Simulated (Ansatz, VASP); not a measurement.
# SnTe in VASP and in Ansatz

```xyz
2
Lattice="-0.0631 3.1249 3.1249 3.1249 -0.0631 3.1249 3.1249 3.1249 -0.0631" Properties=species:S:1:pos:R:3 pbc="T T T"
Sn    0.0000    0.0000    0.0000
Te    3.0934    3.0934    3.0934
```

Change from the starting cell: equal xy, yz and zx shear strains of -2 %.

Alike in both runs: task single point; functional PBE; k mesh 11 × 11 × 11; occupations fermi-dirac, width 0.08 eV; no spin polarisation.

```csv
,VASP,Ansatz
version,VASP 6.6.1,Ansatz 0.2.0
potentials or method,"VASP PAW PBE potentials, release 64 (Sn_d, Te), cutoff 520 eV","all-electron LAPW, scalar-relativistic"
```

```csv
,VASP,Ansatz,Ansatz less VASP
pressure (GPa),2.0,2.0,+0.08
"traceless stress, the component that is largest in VASP (GPa)",0.30,0.30,0.000
```

Ansatz ran all-electron here, and VASP with PAW potentials.

Neither program's run includes spin-orbit coupling.
